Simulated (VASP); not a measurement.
# Zn (P6_3/mmc) in VASP: single point with LDA

Aim: the single point of Zn with LDA.

Everything below comes from runs of VASP 6.6.1. Logs are shortened: lines on timing, memory, paths and dates and some standing lists are left out, and cuts for length are marked.

## (1) The cell of the first run

It takes space group P6_3/mmc (No. 194, hexagonal). The conventional cell has a = 2.560 Å, b = 2.560 Å, c = 4.539 Å, α = 90.00°, β = 90.00°, γ = 120.00°. Zn (site symmetry -6m2) has 12 Zn at 2.56 to 2.71 Å within 3.4 Å.

## (2) Single point, LDA

INCAR reads:

```
ALGO = Fast
EDIFF = 1E-7
ENCUT = 520
GGA = CA
ISIF = 2
ISMEAR = 0
LASPH = True
LCHARG = False
LREAL = False
LWAVE = False
NBANDS = 19
NELM = 80
PREC = Accurate
SIGMA = 0.1
```

KPOINTS reads:

```
k-points
0
Gamma
  57 57 26
```

POSCAR reads:

```
Zn
1.0
    2.5600794820      0.0000000000      0.0000000000
   -1.2800397410      2.2170938671      0.0000000000
    0.0000000000      0.0000000000      4.5389593444
Zn
2
Direct
    0.3333333333      0.6666666667      0.2500000000
    0.6666666667      0.3333333333      0.7500000000
```

Potentials or basis: VASP PAW LDA potentials, release 64 (Zn).

On the command line:

```
cat potpaw_LDA.64/Zn/POTCAR > POTCAR
mpirun -np 1 vasp_std > vasp.out
```

OUTCAR:

```text
EDIFF = 1E-7
   ENCUT = 520
   GGA = CA
   ISIF = 2
   ISMEAR = 0
   LASPH = True
   LREAL = False
   NELM = 80
   PREC = Accurate

 ion  position               nearest neighbor table
   1  0.333  0.667  0.250-   2 2.71   2 2.71   2 2.71   2 2.71   2 2.71   2 2.71
   2  0.667  0.333  0.750-   1 2.71   1 2.71   1 2.71   1 2.71   1 2.71   1 2.71

  LATTYP: Found a hexagonal cell.
 ALAT       =     2.5600794820
 C/A-ratio  =     1.7729759472

  Lattice vectors:

 A1 = (   2.5600794820,   0.0000000000,   0.0000000000)
 A2 = (  -1.2800397410,   2.2170938671,   0.0000000000)
 A3 = (   0.0000000000,   0.0000000000,   4.5389593444)

Analysis of symmetry for initial positions (statically):
=====================================================================
 Subroutine PRICEL returns:
 Original cell was already a primitive cell.

 Routine SETGRP: Setting up the symmetry group for a
 hexagonal supercell.

 Subroutine GETGRP returns: Found 24 space group operations
 (whereof 12 operations were pure point group operations)
 out of a pool of 24 trial point group operations.

The static configuration has the point symmetry D_3d.
 The point group associated with its full space group is D_6h.

Analysis of symmetry for dynamics (positions and initial velocities):
=====================================================================
 Subroutine PRICEL returns:
 Original cell was already a primitive cell.

 Routine SETGRP: Setting up the symmetry group for a
 hexagonal supercell.

 Subroutine GETGRP returns: Found 24 space group operations
 (whereof 12 operations were pure point group operations)
 out of a pool of 24 trial point group operations.

The dynamic configuration has the point symmetry D_3d.
 The point group associated with its full space group is D_6h.

 Subroutine INISYM returns: Found 24 space group operations
 (whereof 12 operations are pure point group operations),
 and found     1 'primitive' translations

----------------------------------------------------------------------------------------

                                     Primitive cell

  volume of cell :      25.7628

  direct lattice vectors                    reciprocal lattice vectors
     2.560079482  0.000000000  0.000000000     0.390612872  0.225520447  0.000000000
    -1.280039741  2.217093867  0.000000000     0.000000000  0.451040894  0.000000000
     0.000000000  0.000000000  4.538959344     0.000000000  0.000000000  0.220314818

  length of vectors
     2.560079482  2.560079482  4.538959344     0.451040894  0.451040894  0.220314818

  position of ions in fractional coordinates (direct lattice)
     0.333333333  0.666666667  0.250000000
     0.666666667  0.333333333  0.750000000

  ion indices of the primitive-cell ions
   primitive index   ion index
                 1           1
                 2           2

----------------------------------------------------------------------------------------

 KPOINTS: k-points

Automatic generation of k-mesh.
 Grid dimensions read from file:
 generate k-points for:   57   57   26

 Generating k-lattice:

  Cartesian coordinates                     Fractional coordinates (reciprocal lattice)
     0.006852857  0.003956499  0.000000000     0.017543860  0.000000000  0.000000000
     0.000000000  0.007912998  0.000000000     0.000000000  0.017543860  0.000000000
     0.000000000  0.000000000  0.008473647     0.000000000  0.000000000  0.038461538

  Length of vectors
     0.007912998  0.007912998  0.008473647

  Shift w.r.t. Gamma in fractional coordinates (k-lattice)
     0.000000000  0.000000000  0.000000000

 Subroutine IBZKPT returns following result:
 ===========================================

 Found   4200 irreducible k-points:

 Following reciprocal coordinates:
            Coordinates               Weight
  0.000000  0.000000  0.000000      1.000000
  0.017544  0.000000  0.000000      6.000000
  0.035088  0.000000  0.000000      6.000000
  0.052632  0.000000  0.000000      6.000000
  0.070175  0.000000  0.000000      6.000000
  0.087719  0.000000  0.000000      6.000000
[... 16 lines left out ...]
  0.385965  0.000000  0.000000      6.000000
  0.403509  0.000000  0.000000      6.000000
 [... further k-points ...]
   k-points           NKPTS =   4200   k-points in BZ     NKDIM =   4200   number of bands    NBANDS=     19
   number of dos      NEDOS =    301   number of ions     NIONS =      2
   total plane-waves  NPLWV =  14400
   dimension x,y,z NGX =    20 NGY =   20 NGZ =   36
   dimension x,y,z NGXF=    40 NGYF=   40 NGZF=   72
   ions per type =               2
   NGX,Y,Z   is equivalent  to a cutoff of  12.99, 12.99, 13.19 a.u.
   NGXF,Y,Z  is equivalent  to a cutoff of  25.98, 25.98, 26.37 a.u.
 SYSTEM =  unknown system
   PREC   = accura    normal or accurate (medium, high low for compatibility)
   ISTART =      0    job   : 0-new  1-cont  2-samecut
   ICHARG =      2    charge: 1-file 2-atom 10-const
   ISPIN  =      1    spin polarized calculation?
   LNONCOLLINEAR =      F non collinear calculations
   LSORBIT =      F    spin-orbit coupling
   LASPH  =      T    aspherical Exc in radial PAW
   ENCUT  =  520.0 eV  38.22 Ry    6.18 a.u.   4.76  4.76  8.44*2*pi/ulx,y,z
   NELM   =     80;   NELMIN=  2; NELMDL= -5     # of ELM steps
   EDIFF  = 0.1E-06   stopping-criterion for ELM
   LREAL  =      F    real-space projection
   EDIFFG = 0.1E-05   stopping-criterion for IOM
   NSW    =      0    number of steps for IOM
   IBRION =     -1    ionic relax: 0-MD 1-quasi-New 2-CG
   NFREE  =      0    steps in history (QN), initial steepest desc. (CG)
   ISIF   =      2    stress and relaxation
   ISYM   =      2    0-nonsym 1-usesym 2-fastsym
   POTIM  = 0.5000    time-step for ionic-motion
   TEBEG  =    0.0;   TEEND  =   0.0 temperature during run
   PSTRESS=    0.0 pullay stress
   NELECT =      24.0000    total number of electrons
   NUPDOWN=      -1.0000    fix difference up-down
   EMIN   =  10.00;   EMAX   =-10.00  energy-range for DOS
   EFERMI =   0.00;   METHOD = LEGACY
   ISMEAR =     0;   SIGMA  =   0.10  broadening in eV -4-tet -1-fermi 0-gaus
   EFERMI_NEDOS =   21; number of points for ismear=-14 and -15
   IALGO  =     68    algorithm
   IMIX   =      4    mixing-type and parameters
     AMIX     =   0.40;   BMIX     =  1.00
     AMIX_MAG =   1.60;   BMIX_MAG =  1.00
  volume/ion in A,a.u.               =      12.88        86.93
  Fermi-wavevector in a.u.,A,eV,Ry     =   1.598873  3.021432 34.781864  2.556395
  Thomas-Fermi vector in A             =   2.696254
   LORBIT       =      0    0 simple, 1 ext, 2 COOP (PROOUT), +10 PAW based schemes
   GGA     = CA    functional components
   LHFCALC =     F    Hartree Fock is set to
   AEXX    =    0.0000 exact exchange contribution
   IVDW    =     0    specifies the selected vdW correction
   LEPSILON=     F    determine dielectric tensor
   LRPA    =     F    only Hartree local field effects (RPA)
 non-spin polarized calculation
 RMM-DIIS sequential band-by-band and
 Gauss-broadening in eV      SIGMA  =   0.10
  energy-cutoff  :      520.00
  volume of cell :       25.76
 maximum number of plane-waves:       713
 NGX is ok and might be reduce to    20
   NGX =  9   NGY =  9   NGZ = 17

 number of electron      24.0000005 magnetization

 Free energy of the ion-electron system (eV)
  ---------------------------------------------------
  ext. energy  EPLUGINS =         0.00000000
  ---------------------------------------------------
  free energy    TOTEN  =        -3.72850905 eV

  energy without entropy =       -3.72670117  energy(sigma->0) =       -3.72760511

 E-fermi :   4.2752     XC(G=0): -12.8054

 val. band max:        4.2747905387   @ k =   0.3333   0.2632   0.3462
 cond. band min:       4.2754703563   @ k =   0.2807   0.1053   0.0000
 fundamental gap:      0.0006798176
 Fermi energy:         4.2752439447

 k-point     1 :       0.0000    0.0000    0.0000
  band No.  band energies     occupation
      1      -7.6209      2.00000
      2      -5.2361      2.00000
      3      -4.2685      2.00000
      4      -4.0406      2.00000
      5      -4.0406      2.00000
      6      -3.9544      2.00000
[... 11 lines left out ...]
     18      24.5511      0.00000
     19      24.5526      0.00000

 k-point     2 :       0.0175    0.0000    0.0000
  band No.  band energies     occupation
      1      -7.6110      2.00000
      2      -5.2314      2.00000
      3      -4.2677      2.00000
      4      -4.0415      2.00000
      5      -4.0379      2.00000
      6      -3.9557      2.00000
[... 11 lines left out ...]
     18      24.7111      0.00000
     19      24.9204      0.00000

 k-point     3 :       0.0351    0.0000    0.0000
  band No.  band energies     occupation
      1      -7.5812      2.00000
      2      -5.2176      2.00000
      3      -4.2654      2.00000
      4      -4.0439      2.00000
      5      -4.0298      2.00000
      6      -3.9595      2.00000
[... 11 lines left out ...]
     18      25.0806      0.00000
     19      25.1155      0.00000

 k-point     4 :       0.0526    0.0000    0.0000
  band No.  band energies     occupation
      1      -7.5318      2.00000
      2      -5.1948      2.00000
      3      -4.2620      2.00000
      4      -4.0475      2.00000
      5      -4.0163      2.00000
      6      -3.9655      2.00000
[... 407 lines left out ...]
     18      19.8391      0.00000
     19      22.1866      0.00000

 k-point    23 :       0.3860    0.0000    0.0000
  band No.  band energies     occupation
      1      -4.9884      2.00000
      2      -4.8808      2.00000
      3      -4.6509      2.00000
      4      -3.9633      2.00000
      5      -3.9528      2.00000
      6      -3.8989      2.00000
[... 11 lines left out ...]
     18      19.7606      0.00000
     19      22.0005      0.00000

 k-point    24 :       0.4035    0.0000    0.0000
  band No.  band energies     occupation
      1      -4.9847      2.00000
      2      -4.8900      2.00000
      3      -4.6798      2.00000
      4      -3.9794      2.00000
      5      -3.9288      2.00000
      6      -3.9089      2.00000
[... 11 lines left out ...]
     18      19.6936      0.00000
     19      21.8399      0.00000

 [... further k-points ...]

------------------------ aborting loop because EDIFF is reached ----------------------------------------

  FORCE on cell =-STRESS in cart. coord.  units (eV):
  Direction    XX          YY          ZZ          XY          YZ          ZX
  --------------------------------------------------------------------------------------
  -------------------------------------------------------------------------------------
  Total        0.9550207      0.9550207      0.9039090     -0.0000000     -0.0000000      0.0000000
  in kB       59.3922212     59.3922212     56.2136091     -0.0000000     -0.0000000      0.0000000
  external PRESSURE =      58.3326838 kB  Pullay stress =       0.0000000 kB

 VOLUME and BASIS-vectors are now :
 -----------------------------------------------------------------------------
  energy-cutoff  :      520.00
  volume of cell :       25.76
      direct lattice vectors                 reciprocal lattice vectors
     2.560079482  0.000000000  0.000000000     0.390612872  0.225520447  0.000000000
    -1.280039741  2.217093867  0.000000000     0.000000000  0.451040894  0.000000000
     0.000000000  0.000000000  4.538959344     0.000000000  0.000000000  0.220314818

 POSITION                                       TOTAL-FORCE (eV/Angst)
 -----------------------------------------------------------------------------------
     -0.00000      1.47806      1.13474        -0.000000      0.000000      0.000000
      1.28004      0.73903      3.40422         0.000000     -0.000000      0.000000
 -----------------------------------------------------------------------------------
    total drift:                               -0.000000      0.000000      0.000000

  FREE ENERGIE OF THE ION-ELECTRON SYSTEM (eV)
  ---------------------------------------------------
  free  energy   TOTEN  =        -3.7285090496 eV

  energy  without entropy=       -3.7267011678  energy(sigma->0) =       -3.72760511
```

Wall time 13 min (1 thread of Intel Xeon 6975P-C (Granite Rapids), shared host); peak memory 1.6 GiB.

What came out:

- Free energy: -3.7285 eV
- Pressure: 5.8 GPa
- Band gap on the k mesh: zero (bands 12 and 13 overlap by 4.14 eV)

Stress tensor (GPa, compression positive):
```
5.94 0.00 0.00
0.00 5.94 0.00
0.00 0.00 5.62
```

Levels at points of the mesh, in eV from the Fermi level:
```
           k point  band 8  band 9  band 10  band 11  band 12  band 13  band 14  band 15  band 16  band 17
(0.00, 0.00, 0.00)   -7.88   -7.88    -7.53    -7.53    -4.32    -2.43    16.81    18.45    18.45    19.64
(0.00, 0.00, 0.50)   -8.31   -7.66    -7.66    -7.66    -7.66     6.06     6.06    20.06    20.06    20.06
```

Caveat: the cell stands under pressure.
